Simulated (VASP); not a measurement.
# SnO2 (Cassiterite) (P4_2/mnm) in VASP: a series of runs

SnO2 (Cassiterite) is run at these levels: PBE, PBEsol-based global hybrid; tasks: single point.

All numbers are computed with VASP 6.6.1; they aren't measurements. Logs are shortened: lines on timing, memory, paths and dates and some standing lists are left out, and cuts for length are marked.

**1. The cell of the first run**

Symmetry: P4_2/mnm, No. 136, tetragonal system. The conventional cell has a = 4.827 Å, b = 4.827 Å, c = 3.238 Å, α = 90.00°, β = 90.00°, γ = 90.00°. Within 2.8 Å of Sn (site symmetry mmm) lie 6 O at 2.09 Å. O (site symmetry m2m) has 3 Sn at 2.09 Å and 1 O at 2.64 Å within 2.8 Å.

**2. Single point, PBE**

The input, INCAR:

```
  PREC = Accurate
  ENCUT = 520
  EDIFF = 1E-6
  ISMEAR = -1
  SIGMA = 0.05
  LREAL = False
  LASPH = True
  NELM = 60
  ALGO = Normal
  ISIF = 2
  LWAVE = False
  LCHARG = True
  GGA = PE
  LELF = True
  LVHAR = True
  NBANDS = 35
```

The input, KPOINTS:

```
regular mesh
0
Gamma
  6 6 8
```

The input, POSCAR:

```
SnO2
1.0
    4.8270190312      0.0000000000      0.0000000000
    0.0000000000      4.8270190312      0.0000000000
    0.0000000000      0.0000000000      3.2380738670
Sn O
2 4
Direct
    0.5000000000      0.5000000000      0.5000000000
    0.0000000000      0.0000000000      0.0000000000
    0.8065858712      0.1934141288      0.5000000000
    0.6934141288      0.6934141288      0.0000000000
    0.1934141288      0.8065858712      0.5000000000
    0.3065858712      0.3065858712      0.0000000000
```

Potentials or basis: VASP PAW PBE potentials, release 64 (Sn_d, O).

Run with:

```sh
> cat potpaw_PBE.64/Sn_d/POTCAR potpaw_PBE.64/O/POTCAR > POTCAR
> mpirun -np 1 vasp_std > vasp.out
```

OUTCAR:

```text
PREC = Accurate
   ENCUT = 520
   EDIFF = 1E-6
   ISMEAR = -1
   LREAL = False
   LASPH = True
   NELM = 60
   ISIF = 2
   GGA = PE

 ion  position               nearest neighbor table
   1  0.500  0.500  0.500-   4 2.09   6 2.09   4 2.09   6 2.09   5 2.09   3 2.09
   2  0.000  0.000  0.000-   3 2.09   5 2.09   3 2.09   5 2.09   4 2.09   6 2.09
   3  0.807  0.193  0.500-   2 2.09   2 2.09   1 2.09
   4  0.693  0.693  0.000-   1 2.09   1 2.09   2 2.09
   5  0.193  0.807  0.500-   2 2.09   2 2.09   1 2.09
   6  0.307  0.307  0.000-   1 2.09   1 2.09   2 2.09

  LATTYP: Found a simple tetragonal cell.
 ALAT       =     4.8270190312
 C/A-ratio  =     0.6708226850

  Lattice vectors:

 A1 = (   4.8270190312,   0.0000000000,   0.0000000000)
 A2 = (   0.0000000000,   4.8270190312,   0.0000000000)
 A3 = (   0.0000000000,   0.0000000000,   3.2380738670)

Analysis of symmetry for initial positions (statically):
=====================================================================
 Subroutine PRICEL returns:
 Original cell was already a primitive cell.

 Routine SETGRP: Setting up the symmetry group for a
 simple tetragonal supercell.

 Subroutine GETGRP returns: Found 16 space group operations
 (whereof  8 operations were pure point group operations)
 out of a pool of 16 trial point group operations.

The static configuration has the point symmetry D_2h.
 The point group associated with its full space group is D_4h.

Analysis of symmetry for dynamics (positions and initial velocities):
=====================================================================
 Subroutine PRICEL returns:
 Original cell was already a primitive cell.

 Routine SETGRP: Setting up the symmetry group for a
 simple tetragonal supercell.

 Subroutine GETGRP returns: Found 16 space group operations
 (whereof  8 operations were pure point group operations)
 out of a pool of 16 trial point group operations.

The dynamic configuration has the point symmetry D_2h.
 The point group associated with its full space group is D_4h.

 Subroutine INISYM returns: Found 16 space group operations
 (whereof  8 operations are pure point group operations),
 and found     1 'primitive' translations

----------------------------------------------------------------------------------------

                                     Primitive cell

  volume of cell :      75.4475

  direct lattice vectors                    reciprocal lattice vectors
     4.827019031  0.000000000  0.000000000     0.207167196  0.000000000  0.000000000
     0.000000000  4.827019031  0.000000000     0.000000000  0.207167196  0.000000000
     0.000000000  0.000000000  3.238073867     0.000000000  0.000000000  0.308825568

  length of vectors
     4.827019031  4.827019031  3.238073867     0.207167196  0.207167196  0.308825568

  position of ions in fractional coordinates (direct lattice)
     0.500000000  0.500000000  0.500000000
     0.000000000  0.000000000  0.000000000
     0.806585871  0.193414129  0.500000000
     0.693414129  0.693414129  0.000000000
     0.193414129  0.806585871  0.500000000
     0.306585871  0.306585871  0.000000000

  ion indices of the primitive-cell ions
   primitive index   ion index
                 1           1
                 2           2
                 3           3
                 4           4
                 5           5
                 6           6

----------------------------------------------------------------------------------------

 KPOINTS: regular mesh

Automatic generation of k-mesh.
 Grid dimensions read from file:
 generate k-points for:    6    6    8

 Generating k-lattice:

  Cartesian coordinates                     Fractional coordinates (reciprocal lattice)
     0.034527866  0.000000000  0.000000000     0.166666667  0.000000000  0.000000000
     0.000000000  0.034527866  0.000000000     0.000000000  0.166666667  0.000000000
     0.000000000  0.000000000  0.038603196     0.000000000  0.000000000  0.125000000

  Length of vectors
     0.034527866  0.034527866  0.038603196

  Shift w.r.t. Gamma in fractional coordinates (k-lattice)
     0.000000000  0.000000000  0.000000000

 Subroutine IBZKPT returns following result:
 ===========================================

 Found     50 irreducible k-points:

 Following reciprocal coordinates:
            Coordinates               Weight
  0.000000  0.000000  0.000000      1.000000
  0.166667  0.000000  0.000000      4.000000
  0.333333  0.000000  0.000000      4.000000
  0.500000  0.000000  0.000000      2.000000
  0.166667  0.166667  0.000000      4.000000
  0.333333  0.166667  0.000000      8.000000
[... 16 lines left out ...]
  0.333333  0.000000  0.250000      8.000000
  0.500000  0.000000  0.250000      4.000000
 [... further k-points ...]
   k-points           NKPTS =     50   k-points in BZ     NKDIM =     50   number of bands    NBANDS=     35
   number of dos      NEDOS =    301   number of ions     NIONS =      6
   total plane-waves  NPLWV =  31104
   dimension x,y,z NGX =    36 NGY =   36 NGZ =   24
   dimension x,y,z NGXF=    72 NGYF=   72 NGZF=   48
   ions per type =               2   4
   NGX,Y,Z   is equivalent  to a cutoff of  12.40, 12.40, 12.32 a.u.
   NGXF,Y,Z  is equivalent  to a cutoff of  24.80, 24.80, 24.64 a.u.
 SYSTEM =  unknown system
   PREC   = accura    normal or accurate (medium, high low for compatibility)
   ISTART =      0    job   : 0-new  1-cont  2-samecut
   ICHARG =      2    charge: 1-file 2-atom 10-const
   ISPIN  =      1    spin polarized calculation?
   LNONCOLLINEAR =      F non collinear calculations
   LSORBIT =      F    spin-orbit coupling
   LASPH  =      T    aspherical Exc in radial PAW
   ENCUT  =  520.0 eV  38.22 Ry    6.18 a.u.   8.98  8.98  6.02*2*pi/ulx,y,z
   NELM   =     60;   NELMIN=  2; NELMDL= -5     # of ELM steps
   EDIFF  = 0.1E-05   stopping-criterion for ELM
   LREAL  =      F    real-space projection
   EDIFFG = 0.1E-04   stopping-criterion for IOM
   NSW    =      0    number of steps for IOM
   IBRION =     -1    ionic relax: 0-MD 1-quasi-New 2-CG
   NFREE  =      0    steps in history (QN), initial steepest desc. (CG)
   ISIF   =      2    stress and relaxation
   ISYM   =      2    0-nonsym 1-usesym 2-fastsym
   POTIM  = 0.5000    time-step for ionic-motion
   TEBEG  =    0.0;   TEEND  =   0.0 temperature during run
   PSTRESS=    0.0 pullay stress
   NELECT =      52.0000    total number of electrons
   NUPDOWN=      -1.0000    fix difference up-down
   EMIN   =  10.00;   EMAX   =-10.00  energy-range for DOS
   EFERMI =   0.00;   METHOD = LEGACY
   ISMEAR =    -1;   SIGMA  =   0.05  broadening in eV -4-tet -1-fermi 0-gaus
   EFERMI_NEDOS =   21; number of points for ismear=-14 and -15
   IALGO  =     38    algorithm
   IMIX   =      4    mixing-type and parameters
     AMIX     =   0.40;   BMIX     =  1.00
     AMIX_MAG =   1.60;   BMIX_MAG =  1.00
  volume/ion in A,a.u.               =      12.57        84.86
  Fermi-wavevector in a.u.,A,eV,Ry     =   1.446087  2.732708 28.452054  2.091167
  Thomas-Fermi vector in A             =   2.564195
   LORBIT       =      0    0 simple, 1 ext, 2 COOP (PROOUT), +10 PAW based schemes
   GGA     = PE    functional components
   LHFCALC =     F    Hartree Fock is set to
   AEXX    =    0.0000 exact exchange contribution
   IVDW    =     0    specifies the selected vdW correction
   LEPSILON=     F    determine dielectric tensor
   LRPA    =     F    only Hartree local field effects (RPA)
 non-spin polarized calculation
  energy-cutoff  :      520.00
  volume of cell :       75.45
 maximum number of plane-waves:      2060
 NGX is ok and might be reduce to    36
   NGX = 17   NGY = 17   NGZ = 13

 number of electron      52.0000002 magnetization

 Free energy of the ion-electron system (eV)
  ---------------------------------------------------
  ext. energy  EPLUGINS =         0.00000000
  ---------------------------------------------------
  free energy    TOTEN  =       -37.31089838 eV

  energy without entropy =      -37.31088909  energy(sigma->0) =      -37.31089374

 E-fermi :   5.8826     XC(G=0): -10.9770

 val. band max:        5.5334508237   @ k =   0.0000   0.0000   0.0000
 cond. band min:       6.2044719748   @ k =   0.0000   0.0000   0.0000
 fundamental gap:      0.6710211511
 Fermi energy:         5.8825719908

 k-point     1 :       0.0000    0.0000    0.0000
  band No.  band energies     occupation
      1     -15.5021      2.00000
      2     -14.8374      2.00000
      3     -14.6440      2.00000
      4     -14.6168      2.00000
      5     -14.6168      2.00000
      6     -14.5511      2.00000
[... 27 lines left out ...]
     34      17.0181      0.00000
     35      17.8168      0.00000

 k-point     2 :       0.1667    0.0000    0.0000
  band No.  band energies     occupation
      1     -15.4648      2.00000
      2     -14.8794      2.00000
      3     -14.6433      2.00000
      4     -14.6154      2.00000
      5     -14.6153      2.00000
      6     -14.5796      2.00000
[... 27 lines left out ...]
     34      17.1191      0.00000
     35      17.7916      0.00000

 k-point     3 :       0.3333    0.0000    0.0000
  band No.  band energies     occupation
      1     -15.3568      2.00000
      2     -15.0127      2.00000
      3     -14.6406      2.00000
      4     -14.6175      2.00000
      5     -14.6123      2.00000
      6     -14.6122      2.00000
[... 27 lines left out ...]
     34      17.4799      0.00000
     35      17.7728      0.00000

 k-point     4 :       0.5000    0.0000    0.0000
  band No.  band energies     occupation
      1     -15.1938      2.00000
      2     -15.1938      2.00000
      3     -14.6342      2.00000
      4     -14.6342      2.00000
      5     -14.6107      2.00000
      6     -14.6107      2.00000
[... 27 lines left out ...]
     34      17.6210      0.00000
     35      17.7302      0.00000

 k-point     5 :       0.1667    0.1667    0.0000
  band No.  band energies     occupation
      1     -15.4352      2.00000
      2     -14.9255      2.00000
      3     -14.6418      2.00000
      4     -14.6173      2.00000
      5     -14.6120      2.00000
      6     -14.5956      2.00000
[... 638 lines left out ...]
 k-point    22 :       0.1667    0.0000    0.2500
  band No.  band energies     occupation
      1     -15.2706      2.00000
      2     -15.0432      2.00000
      3     -14.9514      2.00000
      4     -14.6527      2.00000
      5     -14.5543      2.00000
      6     -14.5476      2.00000
[... 27 lines left out ...]
     34      17.1730      0.00000
     35      17.6254      0.00000

 k-point    23 :       0.3333    0.0000    0.2500
  band No.  band energies     occupation
      1     -15.2614      2.00000
      2     -15.1394      2.00000
      3     -14.8583      2.00000
      4     -14.6762      2.00000
      5     -14.5511      2.00000
      6     -14.5443      2.00000
[... 27 lines left out ...]
     34      17.4139      0.00000
     35      17.7566      0.00000

 k-point    24 :       0.5000    0.0000    0.2500
  band No.  band energies     occupation
      1     -15.2185      2.00000
      2     -15.2185      2.00000
      3     -14.7536      2.00000
      4     -14.7536      2.00000
      5     -14.5468      2.00000
      6     -14.5468      2.00000
[... 27 lines left out ...]
     34      17.5228      0.00000
     35      17.8035      0.00000

 [... further k-points ...]

------------------------ aborting loop because EDIFF is reached ----------------------------------------

  FORCE on cell =-STRESS in cart. coord.  units (eV):
  Direction    XX          YY          ZZ          XY          YZ          ZX
  --------------------------------------------------------------------------------------
  -------------------------------------------------------------------------------------
  Total        0.2577562      0.2577562      0.3946137     -0.0000000      0.0000000      0.0000000
  in kB        5.4736239      5.4736239      8.3798829     -0.0000000      0.0000000      0.0000000
  external PRESSURE =       6.4423769 kB  Pullay stress =       0.0000000 kB

 VOLUME and BASIS-vectors are now :
 -----------------------------------------------------------------------------
  energy-cutoff  :      520.00
  volume of cell :       75.45
      direct lattice vectors                 reciprocal lattice vectors
     4.827019031  0.000000000  0.000000000     0.207167196  0.000000000  0.000000000
     0.000000000  4.827019031  0.000000000     0.000000000  0.207167196  0.000000000
     0.000000000  0.000000000  3.238073867     0.000000000  0.000000000  0.308825568

 POSITION                                       TOTAL-FORCE (eV/Angst)
 -----------------------------------------------------------------------------------
      2.41351      2.41351      1.61904         0.000000      0.000000      0.000000
      0.00000      0.00000      0.00000         0.000000      0.000000      0.000000
      3.89341      0.93361      1.61904        -0.012886      0.012886     -0.000000
      3.34712      3.34712      0.00000         0.012886      0.012886     -0.000000
      0.93361      3.89341      1.61904         0.012886     -0.012886      0.000000
      1.47990      1.47990      0.00000        -0.012886     -0.012886      0.000000
 -----------------------------------------------------------------------------------
    total drift:                                0.000000      0.000000     -0.000000

  FREE ENERGIE OF THE ION-ELECTRON SYSTEM (eV)
  ---------------------------------------------------
  free  energy   TOTEN  =       -37.3108983829 eV

  energy  without entropy=      -37.3108890919  energy(sigma->0) =      -37.31089374
```

Wall time 61 s (1 thread of AMD EPYC 9R45 (Zen 5), shared host); peak memory 0.21 GiB.

What came out:

| Item | Value |
| --- | --- |
| Free energy | -37.3109 eV |
| Pressure | 0.6 GPa |
| Largest force | 0.018 eV/Å |
| Band gap on the k mesh | 0.67 eV, direct |

Forces on the atoms (eV/Å):
```
Sn   0.000  0.000  0.000
Sn   0.000  0.000  0.000
O   -0.013  0.013  0.000
O    0.013  0.013  0.000
O    0.013 -0.013  0.000
O   -0.013 -0.013  0.000
```

Levels at points of the mesh, in eV from the valence-band top:
| k point | band 23 | band 24 | band 25 | band 26 | band 27 | band 28 | band 29 | band 30 |
| --- | --- | --- | --- | --- | --- | --- | --- | --- |
| (0.00, 0.00, 0.00) | -1.26 | -0.74 | -0.74 | 0.00 | 0.67 | 5.69 | 6.06 | 6.06 |
| (0.50, 0.00, 0.00) | -1.21 | -1.21 | -0.61 | -0.61 | 3.88 | 3.88 | 6.81 | 6.81 |
| (0.50, 0.50, 0.00) | -1.33 | -1.33 | -0.85 | -0.85 | 4.27 | 4.27 | 7.15 | 7.15 |
| (0.00, 0.00, 0.50) | -1.53 | -1.53 | -1.18 | -1.18 | 5.59 | 5.59 | 9.36 | 9.36 |
| (0.50, 0.00, 0.50) | -1.02 | -1.02 | -0.75 | -0.75 | 5.85 | 5.85 | 7.61 | 7.61 |
| (0.50, 0.50, 0.50) | -0.92 | -0.92 | -0.78 | -0.78 | 4.35 | 4.35 | 8.61 | 8.61 |

Caveat: spin-orbit coupling is left out, which moves the levels of the heavy elements.

(Part 1 of 2 ends here.)
